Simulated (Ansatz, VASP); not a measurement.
**In in VASP and in Ansatz**

POSCAR

```
In
1.0
    3.4339102407      0.0000000000      0.0000000000
   -1.7169551203      2.9738535027      0.0000000000
    0.0000000000      0.0000000000      5.5900967038
In
2
Direct
    0.3333333333      0.6666666667      0.2500000000
    0.6666666667      0.3333333333      0.7500000000
```

File INCAR.step1:

```
SYSTEM = In
  ALGO = Normal
  EDIFF = 1E-4
  ENCUT = 520
  GGA = PE
  ISMEAR = -1
  LASPH = .TRUE.
  LCHARG = .FALSE.
  LREAL = .FALSE.
  LWAVE = .TRUE.
  NBANDS = 20
  NELM = 100
  PREC = Accurate
  SIGMA = 0.1
```

The input INCAR.step2:

```
SYSTEM = In
  ALGO = Normal
  EDIFF = 1E-7
  ENCUT = 520
  ISIF = 2
  ISMEAR = -1
  ISTART = 1
  LASPH = .TRUE.
  LCHARG = .TRUE.
  LELF = .TRUE.
  LMIXTAU = .TRUE.
  LREAL = .FALSE.
  LVHAR = .TRUE.
  LWAVE = .FALSE.
  METAGGA = R2SCAN
  NBANDS = 20
  NELM = 100
  PREC = Accurate
  SIGMA = 0.1
```

Contents of KPOINTS:

```
k-points
0
G
  12 12 7
  0 0 0
```

Input for Ansatz:

```yaml
crystal:
  lattice:
    - [3.4339102407, 0.0, 0.0]
    - [-1.7169551203, 2.9738535027, 0.0]
    - [0.0, 0.0, 5.5900967038]
  atoms:
    - { symbol: In, position: [0.3333333333, 0.6666666667, 0.25] }
    - { symbol: In, position: [0.6666666667, 0.3333333333, 0.75] }
hamiltonian:
  xc: r2scan
  pseudopotentials:
    kind: paw
    azcp:
      In: "pseudopotentials/In.paw.azcp"
basis:
  ecutwfc: 500
  fft_grid_basis: typed
kpoints:
  mp_grid: { grid: [12, 12, 7], shift: [0, 0, 0] }
magnetization:
  spin_polarized: false
scf:
  occupations: { method: fermi_dirac, width: 0.1 }
  lower_state_search: "off"
output:
  stress: true
  write_density: true
  write_potential: true
  elf: true
  volumetric_format: npy
```

Alike in both runs: task single point; functional r2SCAN; k mesh 12 × 12 × 7; occupations fermi-dirac, width 0.1 eV; no spin polarisation.

|  | VASP | Ansatz |
| --- | --- | --- |
| version | VASP 6.6.1 | Ansatz 0.2.0 |
| potentials or method | VASP PAW PBE potentials, release 64 (In_d), cutoff 520 eV | plane waves (500 eV) with PAW, scalar-relativistic |
| valence electrons in the cell | 26 | 26 |

Ansatz gave:

```
pressure (GPa)                                                : -2.5
traceless stress, the component that is largest in VASP (GPa) : -0.47
```

Task: What did VASP give for the same quantities?

Result: Pressure (GPa): -2.6; traceless stress, the component that is largest in VASP (GPa): -0.46.

VASP's potentials were made for PBE, not for r2SCAN.
